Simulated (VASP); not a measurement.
# As in VASP: a series of runs, part 2 of 2

VASP 6.6.1.

**3. Single point, LDA**

This run uses another cell than the first one.

Input file INCAR:

```
SYSTEM = As
PREC = Accurate
ENCUT = 400
EDIFF = 1E-6
ISMEAR = 0
SIGMA = 0.02
LREAL = .FALSE.
LASPH = .TRUE.
NELM = 120
ALGO = Normal
ISIF = 2
LWAVE = .FALSE.
LCHARG = .FALSE.
LDIPOL = .TRUE.
IDIPOL = 3
DIPOL = 0.5 0.5 0.500
GGA = CA
NBANDS = 22
GGA_COMPAT = .FALSE.
NELMDL = -8
```

Input file KPOINTS:

```
Automatic mesh
0
G
  9 9 1
  0 0 0
```

Input file POSCAR:

```
As
1.0
    3.4070000000      0.0000000000      0.0000000000
   -1.7035000000      2.9505485507      0.0000000000
    0.0000000000      0.0000000000     28.0000000000
As
2
Direct
    0.3333333333      0.6666666667      0.5264285714
    0.6666666667      0.3333333333      0.4735714286
```

Potentials or basis: VASP PAW LDA potentials, release 64 (As_d).

The run is started by

```sh
$ cat potpaw_LDA.64/As_d/POTCAR > POTCAR
$ mpirun -np 1 vasp_std > vasp.out
```

OUTCAR:

```text
SYSTEM = As
   PREC = Accurate
   ENCUT = 400
   EDIFF = 1E-6
   ISMEAR = 0
   LREAL = .FALSE.
   LASPH = .TRUE.
   NELM = 120
   ISIF = 2
   GGA = CA
   NELMDL = -8

 ion  position               nearest neighbor table
   1  0.333  0.667  0.526-   2 2.46   2 2.46   2 2.46
   2  0.667  0.333  0.474-   1 2.46   1 2.46   1 2.46

  LATTYP: Found a hexagonal cell.
 ALAT       =     3.4070000000
 C/A-ratio  =     8.2183739360

  Lattice vectors:

 A1 = (   3.4070000000,   0.0000000000,   0.0000000000)
 A2 = (  -1.7035000000,   2.9505485507,   0.0000000000)
 A3 = (   0.0000000000,   0.0000000000,  28.0000000000)

Analysis of symmetry for initial positions (statically):
=====================================================================
 Subroutine PRICEL returns:
 Original cell was already a primitive cell.

 Routine SETGRP: Setting up the symmetry group for a
 hexagonal supercell.

 Subroutine GETGRP returns: Found 12 space group operations
 (whereof 12 operations were pure point group operations)
 out of a pool of 24 trial point group operations.

The static configuration has the point symmetry D_3d.

Analysis of symmetry for dynamics (positions and initial velocities):
=====================================================================
 Subroutine PRICEL returns:
 Original cell was already a primitive cell.

 Routine SETGRP: Setting up the symmetry group for a
 hexagonal supercell.

 Subroutine GETGRP returns: Found 12 space group operations
 (whereof 12 operations were pure point group operations)
 out of a pool of 24 trial point group operations.

The dynamic configuration has the point symmetry D_3d.

 Subroutine INISYM returns: Found 12 space group operations
 (whereof 12 operations are pure point group operations),
 and found     1 'primitive' translations

[... 102 lines left out ...]
  volume/ion in A,a.u.               =     140.74       949.73
  Fermi-wavevector in a.u.,A,eV,Ry     =   0.776195  1.466796  8.197224  0.602479
  Thomas-Fermi vector in A             =   1.878622
   LORBIT       =      0    0 simple, 1 ext, 2 COOP (PROOUT), +10 PAW based schemes
   GGA     = CA    functional components
   LHFCALC =     F    Hartree Fock is set to
   AEXX    =    0.0000 exact exchange contribution
   IVDW    =     0    specifies the selected vdW correction
   LEPSILON=     F    determine dielectric tensor
   LRPA    =     F    only Hartree local field effects (RPA)
 non-spin polarized calculation
 Gauss-broadening in eV      SIGMA  =   0.02
  energy-cutoff  :      400.00
  volume of cell :      281.47
 maximum number of plane-waves:      5191
 NGX is ok and might be reduce to    24
   NGX = 11   NGY = 11   NGZ = 91

 number of electron      30.0000036 magnetization

 dipolmoment           0.000000      0.000000      0.000000 electrons x Angstroem

 Free energy of the ion-electron system (eV)
  ---------------------------------------------------
  ext. energy  EPLUGINS =         0.00000000
  ---------------------------------------------------
  free energy    TOTEN  =       -10.38982047 eV

  energy without entropy =      -10.38982047  energy(sigma->0) =      -10.38982047

 E-fermi :  -3.2796     XC(G=0):  -2.1556

 val. band max:       -3.3661130215   @ k =   0.0000   0.0000   0.0000
 cond. band min:      -2.7714141373   @ k =   0.3333   0.3333   0.0000
 fundamental gap:      0.5946988842
 Fermi energy:        -3.2796332750

 k-point     1 :       0.0000    0.0000    0.0000
  band No.  band energies     occupation
      1     -39.4042      2.00000
      2     -39.4042      2.00000
      3     -39.3548      2.00000
      4     -39.3548      2.00000
      5     -39.3258      2.00000
      6     -39.2791      2.00000
[... 289 lines left out ...]
     21       5.5026      0.00000
     22       6.0784      0.00000

------------------------ aborting loop because EDIFF is reached ----------------------------------------

 vacuum level on the upper side and lower side of the slab       (xc-potential included)        -0.007        -0.007

  FORCE on cell =-STRESS in cart. coord.  units (eV):
  Direction    XX          YY          ZZ          XY          YZ          ZX
  --------------------------------------------------------------------------------------
  -------------------------------------------------------------------------------------
  Total        1.0881715      1.0881715     -1.4028339      0.0000000      0.0000000     -0.0000000
  in kB        6.1940542      6.1940542     -7.9851653      0.0000000      0.0000000     -0.0000000
  external PRESSURE =       1.4676477 kB  Pullay stress =       0.0000000 kB

 VOLUME and BASIS-vectors are now :
 -----------------------------------------------------------------------------
  energy-cutoff  :      400.00
  volume of cell :      281.47
      direct lattice vectors                 reciprocal lattice vectors
     3.407000000  0.000000000  0.000000000     0.293513355  0.169460014  0.000000000
    -1.703500000  2.950548551  0.000000000     0.000000000  0.338920029  0.000000000
     0.000000000  0.000000000 28.000000000     0.000000000  0.000000000  0.035714286

 POSITION                                       TOTAL-FORCE (eV/Angst)
 -----------------------------------------------------------------------------------
     -0.00000      1.96703     14.74000         0.000000     -0.000000     -0.900916
      1.70350      0.98352     13.26000        -0.000000      0.000000      0.900916
 -----------------------------------------------------------------------------------
    total drift:                                0.000000     -0.000000      0.000000

  FREE ENERGIE OF THE ION-ELECTRON SYSTEM (eV)
  ---------------------------------------------------
  free  energy   TOTEN  =       -10.3898204724 eV

  energy  without entropy=      -10.3898204724  energy(sigma->0) =      -10.38982047

 vacuum level on the upper side and lower side of the slab         1.240         1.240
```

OSZICAR:

```text
N       E                     dE             d eps       ncg     rms          rms(c)
DAV:   1     0.219516059873E+03    0.21952E+03   -0.14890E+04   686   0.295E+03
DAV:   2     0.259739915275E+02   -0.19354E+03   -0.18631E+03   600   0.698E+02
DAV:   3    -0.864948404433E+01   -0.34623E+02   -0.34419E+02   826   0.145E+02
[... 16 lines left out ...]
DAV:  20    -0.103898070075E+02   -0.11441E-05   -0.15088E-07   464   0.578E-03    0.852E-04
DAV:  21    -0.103898145862E+02   -0.75787E-05   -0.29338E-07   462   0.420E-03    0.581E-04
DAV:  22    -0.103898175359E+02   -0.29496E-05   -0.92722E-08   436   0.272E-03    0.346E-04
DAV:  23    -0.103898198108E+02   -0.22749E-05   -0.69205E-08   468   0.251E-03    0.118E-04
DAV:  24    -0.103898204724E+02   -0.66161E-06   -0.25818E-08   436   0.164E-03
   1 F= -.10389820E+02 E0= -.10389820E+02  d E =-.211368E-11
```

Wall time 54 s (1 thread of AMD EPYC 9R45 (Zen 5), shared host); peak memory 0.21 GiB.

Results:

```
Free energy   : -10.3898 eV
Largest force : 0.901 eV/Å
```

Forces in eV/Å, atoms in the order of the input:
```
As   0.000  0.000 -0.901
As   0.000  0.000  0.901
```
